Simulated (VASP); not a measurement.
Input of a VASP 6.6.1 run:

POSCAR

```
CaIrN2
1.0
    1.6322318816      0.9423695162      4.9900281107
   -1.6322318816      0.9423695162      4.9900281107
    0.0000000000     -1.8847390324      4.9900281107
Ir Ca N
1 1 2
Direct
    0.5000000000      0.5000000000      0.5000000000
    0.0000000000      0.0000000000      0.0000000000
    0.2319344487      0.2319344487      0.2319344487
    0.7680655513      0.7680655513      0.7680655513
```

INCAR.step1

```
SYSTEM = CaIrN2
  PREC = Accurate
  ENCUT = 520
  ISMEAR = -1
  SIGMA = 0.05
  LREAL = .FALSE.
  LASPH = .TRUE.
  NELM = 150
  LMAXMIX = 4
  LDAU = .TRUE.
  LDAUTYPE = 2
  LDAUL = 2 -1 -1
  LDAUU = 2 0 0
  LDAUJ = 0 0 0
  NBANDS = 22
  GGA = PE
  ALGO = Normal
  EDIFF = 1E-4
  LWAVE = .TRUE.
  LCHARG = .FALSE.
```

The input INCAR.step2:

```
SYSTEM = CaIrN2
  PREC = Accurate
  ENCUT = 520
  EDIFF = 1E-6
  ISMEAR = -1
  SIGMA = 0.05
  LREAL = .FALSE.
  LASPH = .TRUE.
  NELM = 150
  ALGO = Normal
  ISIF = 2
  LWAVE = .FALSE.
  LCHARG = .FALSE.
  LMAXMIX = 4
  LDAU = .TRUE.
  LDAUTYPE = 2
  LDAUL = 2 -1 -1
  LDAUU = 2 0 0
  LDAUJ = 0 0 0
  LDAUPRINT = 1
  METAGGA = R2SCAN
  LMIXTAU = .TRUE.
  NBANDS = 22
  ISTART = 1
```

File KPOINTS:

```
regular mesh
0
G
  9 9 9
  0 0 0
```

Potentials or basis: VASP PAW PBE potentials, release 64 (Ir, Ca_sv, N).

The run is started by

```sh
$ cat potpaw_PBE.64/Ir/POTCAR potpaw_PBE.64/Ca_sv/POTCAR potpaw_PBE.64/N/POTCAR > POTCAR
$ cp INCAR.step1 INCAR
$ mpirun -np 1 vasp_std > vasp.out
$ cp INCAR.step2 INCAR
$ mpirun -np 1 vasp_std > vasp.out
```

What does it give for the band gap on the k mesh?

Zero (an odd number of electrons rules out a gap without spin polarisation).

What does it give for the pressure?

1.0 GPa.

Stress tensor (GPa, compression positive):
```
0.90 0.00 0.00
0.00 0.90 0.00
0.00 0.00 1.20
```

Caveat: the PAW data sets were made with another functional, which shifts forces and pressure a little; spin-orbit coupling is left out, which moves the levels of the heavy elements; an odd number of electrons without spin polarisation forces a metal; a magnetic or distorted state may lie lower; U without spin polarisation on a metal has little footing.
